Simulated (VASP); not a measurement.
Runs of VASP 6.6.1 on Hf. The structure is that of space group Fm-3m (No. 225), or close to it. The cells are those of the table. 

```tsv
cell	gap on the mesh (eV)	pressure (GPa)
a = 3.140, b = 3.219, c = 3.219 Å, angles 58.4, 60.8, 60.8°, 1 atom	none	(a)
a = 3.140, b = 3.101, c = 3.101 Å, angles 60.8, 59.6, 59.6°, 1 atom	none	-3.1
a = 3.140, b = 3.259, c = 3.259 Å, angles 57.6, 61.2, 61.2°, 1 atom	none	-11.8
a = 3.140, b = 3.179, c = 3.179 Å, angles 59.2, 60.4, 60.4°, 1 atom	none	-7.9
```

Alike in all rows: task single point; level LDA; potentials or basis VASP PAW LDA potentials, release 64 (Hf_pv); no spin polarisation; k mesh 18 × 18 × 18; cutoff (eV) 520; smearing gaussian 0.15 eV.

Problem. Fill in the values left out.

Solution. (a) -10.0.

Caveats: the cell stands under tension; spin-orbit coupling is left out, which moves the levels of the heavy elements.

A k mesh can miss the band edges, and the runs leave out spin-orbit coupling on Hf.

A gap of «none» marks levels without a gap at the run's occupations.
